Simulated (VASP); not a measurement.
Write the native input for VASP 6.6.1 that does the following.

```
Task                   : electric field gradients
Functional             : r2SCAN
Potentials or basis    : VASP PAW PBE potentials, release 64 (Ta_pv, N)
Cutoff                 : 580 eV
k mesh                 : 9 × 9 × 9
Occupations            : fermi-dirac, width 0.02 eV
Spin                   : no spin polarisation
Dipole correction      : no
Further INCAR settings : ALGO = Normal; EDIFF = 1e-08; NBANDS = 15
```

TaN:

```
Ta N
1.0
     0.00000    2.14955    2.14955
     2.14955    0.00000    2.14955
     2.14955    2.14955    0.00000
Ta N
1 1
Direct
  0.50000 0.50000 0.50000
  0.00000 0.00000 0.00000
```

This cell differs from its parent crystal: functional r2scan, volume scaled by 0.96.

These files were run (other wordings do the same):

POSCAR

```
TaN
1.0
    0.0000000000      2.1495504440      2.1495504440
    2.1495504440      0.0000000000      2.1495504440
    2.1495504440      2.1495504440      0.0000000000
Ta N
1 1
Direct
    0.5000000000      0.5000000000      0.5000000000
    0.0000000000      0.0000000000      0.0000000000
```

INCAR.step1

```
SYSTEM = TaN
PREC     = Accurate       ! precision mode
ENCUT    = 580            ! plane-wave cutoff, eV
ISMEAR   = -1             ! smearing method
SIGMA    = 0.02           ! smearing width, eV
LREAL    = .FALSE.        ! projectors in reciprocal space
LASPH    = .TRUE.         ! aspherical terms in the spheres
NELM     = 120            ! most SCF steps
NBANDS   = 15             ! bands
GGA      = PE             ! functional
ALGO     = Normal         ! electronic algorithm
EDIFF    = 1E-5           ! SCF threshold, eV
LWAVE    = .TRUE.         ! write WAVECAR
LCHARG   = .FALSE.        ! write CHGCAR
GGA_COMPAT= .FALSE.
```

INCAR.step2

```
SYSTEM = TaN
PREC     = Accurate       ! precision mode
ENCUT    = 580            ! plane-wave cutoff, eV
EDIFF    = 1E-8           ! SCF threshold, eV
ISMEAR   = -1             ! smearing method
SIGMA    = 0.02           ! smearing width, eV
LREAL    = .FALSE.        ! projectors in reciprocal space
LASPH    = .TRUE.         ! aspherical terms in the spheres
NELM     = 120            ! most SCF steps
ALGO     = Normal         ! electronic algorithm
ISIF     = 2              ! what is computed and relaxed
LWAVE    = .FALSE.        ! write WAVECAR
LCHARG   = .FALSE.        ! write CHGCAR
METAGGA  = R2SCAN         ! meta-GGA
LMIXTAU  = .TRUE.       
LEFG     = .TRUE.       
NBANDS   = 15             ! bands
ISTART   = 1            
GGA_COMPAT= .FALSE.
```

KPOINTS

```
regular mesh
0
G
  9 9 9
  0 0 0
```

Potentials or basis: VASP PAW PBE potentials, release 64 (Ta_pv, N).

Command:

```console
$ cat potpaw_PBE.64/Ta_pv/POTCAR potpaw_PBE.64/N/POTCAR > POTCAR
$ cp INCAR.step1 INCAR
$ mpirun -np 1 vasp_std > vasp.out
$ cp INCAR.step2 INCAR
$ mpirun -np 1 vasp_std > vasp.out
```

Results of the run:

```yaml
Pressure: 29.8 GPa
Band_gap_on_the_k_mesh: zero (band 8 reaches 12.19 eV, above the bottom of band 9 at 8.04 eV)
```

Caveat: without QUAD_EFG the Cq values of the log hold for a quadrupole moment of 1 mb, not for the nuclei; the PAW data sets were made with another functional, which shifts forces and pressure a little; spin-orbit coupling is left out, which moves the levels of the heavy elements.

Run time: 98 s on 1 thread of Intel Xeon 8259CL, with other jobs on the host, peak memory 0.15 GiB.
